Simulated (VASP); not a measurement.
# Li5NbO5 (P1) in VASP: single point with PBEsol

Aim: the single point of Li5NbO5 with PBEsol.

All numbers are computed with VASP 6.6.1; they aren't measurements. Logs are shortened: lines on timing, memory, paths and dates and some standing lists are left out, and cuts for length are marked.

**1. The cell of the first run**

The typed cell holds 11 atoms: a = 5.224 Å, b = 5.224 Å, c = 5.776 Å, α = 107.29°, β = 107.29°, γ = 45.13°.

**2. Single point, PBEsol**

Contents of INCAR:

```
PREC = Accurate
ENCUT = 520
EDIFF = 1E-6
ISMEAR = 0
SIGMA = 0.05
LREAL = False
LASPH = True
NELM = 100
ALGO = Normal
ISIF = 2
LWAVE = False
LCHARG = True
GGA = PS
LELF = True
LVHAR = True
NBANDS = 40
```

Contents of KPOINTS:

```
Automatic mesh
0
Gamma
  6 6 4
```

Contents of POSCAR:

```
Li5NbO5
1.0
    4.8238882246     -2.0046588155      0.0023694044
    4.8239545751      2.0048184506      0.0023124718
   -1.8612973313     -0.0001084842      5.4674727136
Li Nb O
5 1 5
Direct
    0.7113004280      0.7110531751      0.3432383753
    0.6906844669      0.6903880216      0.8619553586
   -0.0022034669      0.0021175689      0.5000335892
    0.3096325373      0.3093540651      0.1380073850
    0.2889517456      0.2886769303      0.6567396493
    0.0052994614     -0.0052772733      0.0000213382
    0.8528286874      0.8543339195      0.1737177619
    0.8411492756      0.8435019596      0.6817087380
    0.5001716489      0.4998310524      0.0000220919
    0.1565010546      0.1588749670      0.3182853889
    0.1456841613      0.1471456137      0.8262703237
```

Potentials or basis: VASP PAW PBE potentials, release 64 (Li_sv, Nb_sv, O).

On the command line:

```
$ cat potpaw_PBE.64/Li_sv/POTCAR potpaw_PBE.64/Nb_sv/POTCAR potpaw_PBE.64/O/POTCAR > POTCAR
$ mpirun -np 1 vasp_std > vasp.out
```

OUTCAR:

```text
PREC = Accurate
   ENCUT = 520
   EDIFF = 1E-6
   ISMEAR = 0
   LREAL = False
   LASPH = True
   NELM = 100
   ISIF = 2
   GGA = PS

 ion  position               nearest neighbor table
   1  0.711  0.711  0.343-   7 1.93   8 1.96  10 2.06  10 2.07
   2  0.691  0.690  0.862-   7 1.97  11 2.04  11 2.05   8 2.05   9 2.23   4 2.59   4 2.59
   3  0.998  0.002  0.500-  11 1.96   7 1.96   8 2.11  10 2.11
   4  0.310  0.309  0.138-  11 1.97   7 2.04   7 2.05  10 2.05   9 2.23   2 2.59   2 2.59
   5  0.289  0.289  0.657-  11 1.93  10 1.96   8 2.06   8 2.07
   6  0.005  0.995  0.000-  10 1.97   8 1.97   7 1.98  11 1.98   9 1.98   9 2.03
   7  0.853  0.854  0.174-   1 1.93   3 1.96   2 1.97   6 1.98   4 2.04   4 2.05
   8  0.841  0.844  0.682-   1 1.96   6 1.97   2 2.05   5 2.06   5 2.07   3 2.11
   9  0.500  0.500  0.000-   6 1.98   6 2.03   4 2.23   2 2.23
  10  0.157  0.159  0.318-   5 1.96   6 1.97   4 2.05   1 2.06   1 2.07   3 2.11
  11  0.146  0.147  0.826-   5 1.93   3 1.96   4 1.97   6 1.98   2 2.04   2 2.05

  LATTYP: Found a triclinic cell.
 ALAT       =     5.2239678512
 B/A-ratio  =     0.7675156856
 C/A-ratio  =     1.1055985494
 COS(alpha) =     0.0000375581
 COS(beta)  =     0.2971796531
 COS(gamma) =     0.3837883967

  Lattice vectors:

 A1 = (  -4.8239545751,  -2.0048184506,  -0.0023124718)
 A2 = (  -0.0000663505,  -4.0094772661,   0.0000569326)
 A3 = (  -1.8612973313,  -0.0001084842,   5.4674727136)

Analysis of symmetry for initial positions (statically):
=====================================================================
 Subroutine PRICEL returns:
 Original cell was already a primitive cell.

 Routine SETGRP: Setting up the symmetry group for a
 triclinic supercell.

 Subroutine GETGRP returns: Found  1 space group operations
 (whereof  1 operations were pure point group operations)
 out of a pool of  2 trial point group operations.

The static configuration has the point symmetry C_1 .

Analysis of symmetry for dynamics (positions and initial velocities):
=====================================================================
 Subroutine PRICEL returns:
 Original cell was already a primitive cell.

 Routine SETGRP: Setting up the symmetry group for a
 triclinic supercell.

 Subroutine GETGRP returns: Found  1 space group operations
 (whereof  1 operations were pure point group operations)
 out of a pool of  2 trial point group operations.

The dynamic configuration has the point symmetry C_1 .

 Subroutine INISYM returns: Found  1 space group operations
 (whereof  1 operations are pure point group operations),
 and found     1 'primitive' translations

----------------------------------------------------------------------------------------

                                     Primitive cell

  volume of cell :     105.7661

  direct lattice vectors                    reciprocal lattice vectors
     4.823888225 -2.004658816  0.002369404     0.103637121 -0.249410285  0.035276343
     4.823954575  2.004818451  0.002312472     0.103628864  0.249407857  0.035283429
    -1.861297331 -0.000108484  5.467472714    -0.000088742  0.000002598  0.182869650

  length of vectors
     5.223845345  5.223967851  5.775611279     0.272379448  0.272375001  0.182869672

  position of ions in fractional coordinates (direct lattice)
     0.711300428  0.711053175  0.343238375
     0.690684467  0.690388022  0.861955359
     0.997796533  0.002117569  0.500033589
     0.309632537  0.309354065  0.138007385
     0.288951746  0.288676930  0.656739649
     0.005299461  0.994722727  0.000021338
     0.852828687  0.854333920  0.173717762
     0.841149276  0.843501960  0.681708738
     0.500171649  0.499831052  0.000022092
     0.156501055  0.158874967  0.318285389
     0.145684161  0.147145614  0.826270324

  ion indices of the primitive-cell ions
   primitive index   ion index
                 1           1
                 2           2
                 3           3
                 4           4
                 5           5
                 6           6
                 7           7
[... 31 lines left out ...]
|           W WW W  AAAAAA  RRRRR   N  N N  II  N  N N  G  GGG   !            |
|           WW  WW  A    A  R   R   N   NN  II  N   NN  G    G                |
|           W    W  A    A  R    R  N    N  II  N    N   GGGG   !!!           |
|                                                                             |
|     Your reciprocal lattice and k-lattice belong to different lattice       |
|     classes:                                                                |
|                                                                             |
|        The reciprocal lattice is triclinic,                                 |
|        whereas your k-lattice is base-centered monoclinic.                  |
|                                                                             |
|     Results are often still useful ...                                      |
|                                                                             |
 -----------------------------------------------------------------------------

 Subroutine IBZKPT returns following result:
 ===========================================

 Found     76 irreducible k-points:

 Following reciprocal coordinates:
            Coordinates               Weight
  0.000000  0.000000  0.000000      1.000000
  0.166667  0.000000 -0.000000      2.000000
  0.333333 -0.000000 -0.000000      2.000000
  0.500000 -0.000000  0.000000      1.000000
 -0.000000  0.166667  0.000000      2.000000
  0.166667  0.166667  0.000000      2.000000
[... 16 lines left out ...]
  0.333333 -0.000000  0.250000      2.000000
  0.500000 -0.000000  0.250000      2.000000
 [... further k-points ...]
   k-points           NKPTS =     76   k-points in BZ     NKDIM =     76   number of bands    NBANDS=     40
   number of dos      NEDOS =    301   number of ions     NIONS =     11
   total plane-waves  NPLWV =  76800
   dimension x,y,z NGX =    40 NGY =   40 NGZ =   48
   dimension x,y,z NGXF=    80 NGYF=   80 NGZF=   96
   ions per type =               5   1   5
   NGX,Y,Z   is equivalent  to a cutoff of  12.73, 12.73, 13.82 a.u.
   NGXF,Y,Z  is equivalent  to a cutoff of  25.46, 25.46, 27.63 a.u.
 SYSTEM =  unknown system
   PREC   = accura    normal or accurate (medium, high low for compatibility)
   ISTART =      0    job   : 0-new  1-cont  2-samecut
   ICHARG =      2    charge: 1-file 2-atom 10-const
   ISPIN  =      1    spin polarized calculation?
   LNONCOLLINEAR =      F non collinear calculations
   LSORBIT =      F    spin-orbit coupling
   LASPH  =      T    aspherical Exc in radial PAW
   ENCUT  =  520.0 eV  38.22 Ry    6.18 a.u.   9.71  9.71 10.74*2*pi/ulx,y,z
   NELM   =    100;   NELMIN=  2; NELMDL= -5     # of ELM steps
   EDIFF  = 0.1E-05   stopping-criterion for ELM
   LREAL  =      F    real-space projection
   EDIFFG = 0.1E-04   stopping-criterion for IOM
   NSW    =      0    number of steps for IOM
   IBRION =     -1    ionic relax: 0-MD 1-quasi-New 2-CG
   NFREE  =      0    steps in history (QN), initial steepest desc. (CG)
   ISIF   =      2    stress and relaxation
   ISYM   =      2    0-nonsym 1-usesym 2-fastsym
   POTIM  = 0.5000    time-step for ionic-motion
   TEBEG  =    0.0;   TEEND  =   0.0 temperature during run
   PSTRESS=    0.0 pullay stress
   NELECT =      58.0000    total number of electrons
   NUPDOWN=      -1.0000    fix difference up-down
   EMIN   =  10.00;   EMAX   =-10.00  energy-range for DOS
   EFERMI =   0.00;   METHOD = LEGACY
   ISMEAR =     0;   SIGMA  =   0.05  broadening in eV -4-tet -1-fermi 0-gaus
   EFERMI_NEDOS =   21; number of points for ismear=-14 and -15
   IALGO  =     38    algorithm
   IMIX   =      4    mixing-type and parameters
     AMIX     =   0.40;   BMIX     =  1.00
     AMIX_MAG =   1.60;   BMIX_MAG =  1.00
  volume/ion in A,a.u.               =       9.62        64.89
  Fermi-wavevector in a.u.,A,eV,Ry     =   1.339992  2.532217 24.430312  1.795577
  Thomas-Fermi vector in A             =   2.468340
   LORBIT       =      0    0 simple, 1 ext, 2 COOP (PROOUT), +10 PAW based schemes
   GGA     = PS    functional components
   LHFCALC =     F    Hartree Fock is set to
   AEXX    =    0.0000 exact exchange contribution
   IVDW    =     0    specifies the selected vdW correction
   LEPSILON=     F    determine dielectric tensor
   LRPA    =     F    only Hartree local field effects (RPA)
 non-spin polarized calculation
 Gauss-broadening in eV      SIGMA  =   0.05
  energy-cutoff  :      520.00
  volume of cell :      105.77
 maximum number of plane-waves:      2874
   NGX = 19   NGY = 19   NGZ = 21

 number of electron      58.0000007 magnetization

 Free energy of the ion-electron system (eV)
  ---------------------------------------------------
  ext. energy  EPLUGINS =         0.00000000
  ---------------------------------------------------
  free energy    TOTEN  =       -72.39730139 eV

  energy without entropy =      -72.39730139  energy(sigma->0) =      -72.39730139

 E-fermi :   2.7807     XC(G=0): -10.2034

 val. band max:        2.5169771708   @ k =  -0.3333   0.1667  -0.0000
 cond. band min:       5.7043268513   @ k =   0.0000   0.0000   0.0000
 fundamental gap:      3.1873496804
 Fermi energy:         2.7807272769

 k-point     1 :       0.0000    0.0000    0.0000
  band No.  band energies     occupation
      1     -51.6964      2.00000
      2     -40.0187      2.00000
      3     -39.7557      2.00000
      4     -39.7090      2.00000
      5     -39.3950      2.00000
      6     -39.3604      2.00000
[... 1021 lines left out ...]
     39      13.1987      0.00000
     40      13.2439      0.00000

 [... further k-points ...]
[... 5 lines left out ...]
  --------------------------------------------------------------------------------------
  -------------------------------------------------------------------------------------
  Total       -0.0326354     -0.1023447      0.0518458     -0.0015992      0.0006986      0.0419191
  in kB       -0.4943712     -1.5503490      0.7853767     -0.0242255      0.0105824      0.6350040
  external PRESSURE =      -0.4197812 kB  Pullay stress =       0.0000000 kB

 VOLUME and BASIS-vectors are now :
 -----------------------------------------------------------------------------
  energy-cutoff  :      520.00
  volume of cell :      105.77
      direct lattice vectors                 reciprocal lattice vectors
     4.823888225 -2.004658816  0.002369404     0.103637121 -0.249410285  0.035276343
     4.823954575  2.004818451  0.002312472     0.103628864  0.249407857  0.035283429
    -1.861297331 -0.000108484  5.467472714    -0.000088742  0.000002598  0.182869650

 POSITION                                       TOTAL-FORCE (eV/Angst)
 -----------------------------------------------------------------------------------
      6.22245     -0.00042      1.87998        -0.019994      0.000941     -0.003050
      5.05783     -0.00058      4.71595        -0.014397      0.000934     -0.012318
      3.89276     -1.99605      2.73629         0.000639     -0.000916     -0.000277
      2.72907     -0.00052      0.75600         0.013779      0.000931      0.012408
      1.56405     -0.00058      3.59206         0.019903      0.001058      0.003186
      4.82402      1.98361      0.00243        -0.000084      0.001279     -0.000467
      7.91188      0.00314      0.95379         0.027606      0.000535     -0.012161
      6.85776      0.00478      3.73117         0.012068     -0.000788      0.015284
      4.82389     -0.00060      0.00246         0.000047     -0.003981     -0.000064
      0.92893      0.00475      1.74095        -0.012006     -0.000733     -0.014875
     -0.12535      0.00286      4.51830        -0.027560      0.000739      0.012333
 -----------------------------------------------------------------------------------
    total drift:                                0.000021     -0.000142      0.000068

  FREE ENERGIE OF THE ION-ELECTRON SYSTEM (eV)
  ---------------------------------------------------
  free  energy   TOTEN  =       -72.3973013929 eV

  energy  without entropy=      -72.3973013929  energy(sigma->0) =      -72.39730139
```

Wall time 7.4 min (1 thread of Intel Xeon Platinum 8259CL at 2.50GHz (Skylake/Cascade Lake), shared host); peak memory 0.43 GiB.

Results:

```yaml
Free_energy: -72.3973 eV
Largest_force: 0.030 eV/Å
Band_gap_on_the_k_mesh: 3.19 eV (least direct gap 3.22 eV)
```

Forces on the atoms (eV/Å):
```
Li  -0.020  0.001 -0.003
Li  -0.014  0.001 -0.012
Li   0.001 -0.001  0.000
Li   0.014  0.001  0.012
Li   0.020  0.001  0.003
Nb   0.000  0.001  0.000
O    0.028  0.001 -0.012
O    0.012 -0.001  0.015
O    0.000 -0.004  0.000
O   -0.012 -0.001 -0.015
O   -0.028  0.001  0.012
```

Caveat: the cutoff is under 1.25 times the usual one of these potentials, so pressure, stress and relaxed cells hold a basis-set (Pulay) error; the PAW data sets were made with another functional, which shifts forces and pressure a little.
